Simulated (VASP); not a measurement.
Pb:

```
Pb
1.0
     3.54771    0.00000    0.00000
    -1.77385    3.07240    0.00000
     0.00000    0.00000   11.57137
Pb
4
Direct
  0.66667 0.33333 0.75000
  0.00000 0.00000 0.50000
  0.33333 0.66667 0.25000
  0.00000 0.00000 0.00000
```

This cell differs from its parent crystal: volume scaled by 1.02.

Base run:

| Quantity | Value |
| --- | --- |
| Program | VASP 6.6.1 |
| Functional | PBEsol |
| Potentials or basis | VASP PAW PBE potentials, release 64 (Pb_d) |
| Cutoff | 520 eV |
| k mesh | 9 × 9 × 3 |
| Occupations | fermi-dirac, width 0.05 eV |
| Spin | no spin polarisation |

Its results: band gap on the k mesh zero (band 28 reaches 12.10 eV, above the bottom of band 29 at 4.68 eV); pressure -2.4 GPa.

Problem. The run is repeated on the same cell with these changes: functional from PBEsol to PBE; further incar settings from ALGO = Fast; EDIFF = 1e-06; NBANDS = 36 to ALGO = Normal; EDIFF = 1e-07; NBANDS = 36. What comes out?

Solution. Band gap on the k mesh zero (band 28 reaches 12.29 eV, above the bottom of band 29 at 4.88 eV); pressure 0.3 GPa.

Caveats: spin-orbit coupling is left out, which moves the levels of the heavy elements; the PAW data sets were made with another functional, which shifts forces and pressure a little (some runs).
